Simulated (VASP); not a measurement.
**Zn: single point with revPBE**

Zn:

```xyz
3
Lattice="2.2682 -1.3085 0.0000 2.2682 1.3085 0.0000 -1.5917 0.0000 7.3004" Properties=species:S:1:pos:R:3 pbc="T T T"
Zn    0.0000    0.0000    0.0000
Zn   -0.0523    0.0000    4.8584
Zn    2.9969    0.0000    2.4420
```

```json
{
  "Program": "VASP 6.6.1",
  "Task": "single point",
  "Functional": "revPBE",
  "Potentials or basis": "VASP PAW PBE potentials, release 64 (Zn)",
  "Cutoff": "500 eV",
  "k mesh": "6 × 6 × 2",
  "Occupations": "gaussian, width 0.1 eV",
  "Spin": "no spin polarisation",
  "Dipole correction": "no",
  "Further INCAR settings": "ALGO = Normal; EDIFF = 1e-06; NBANDS = 25"
}
```

```
Pressure               : 7.5 GPa
Largest force          : 0.031 eV/Å
Band gap on the k mesh : zero (band 18 reaches 4.22 eV, above the bottom of band 19 at 0.61 eV)
```

Forces on the atoms (eV/Å):
```
Zn   0.000  0.000  0.000
Zn  -0.013  0.000  0.029
Zn   0.013  0.000 -0.029
```

Stress tensor (GPa, compression positive):
```
 7.19  0.00 -1.03
 0.00  8.18  0.00
-1.03  0.00  7.11
```

Levels at points of the mesh, in eV from the Fermi level:
```csv
k point,band 15,band 16,band 17,band 18,band 19,band 20,band 21,band 22
"(0.00, 0.00, 0.00)",-7.38,-7.37,-7.19,-7.16,1.49,1.54,13.90,17.58
"(0.50, 0.00, 0.00)",-7.11,-3.14,-2.41,-1.88,0.42,1.03,1.91,6.50
"(0.50, 0.50, 0.00)",-7.11,-2.81,-2.63,-2.12,-0.41,1.98,3.51,4.36
"(0.00, 0.00, 0.50)",-7.47,-7.34,-7.34,-4.10,-3.17,7.85,7.92,18.08
"(0.50, 0.00, 0.50)",-7.11,-2.84,-2.59,-2.12,-0.27,1.80,3.32,4.62
"(0.50, 0.50, 0.50)",-7.11,-3.16,-2.44,-1.78,0.56,0.85,1.71,6.77
```

It took 65 s on 1 thread of Intel Xeon 8259CL (shared host), peak memory 0.16 GiB.

Caveat: the k points lie up to 0.46 Å⁻¹ apart; the PAW data sets were made with another functional, which shifts forces and pressure a little.
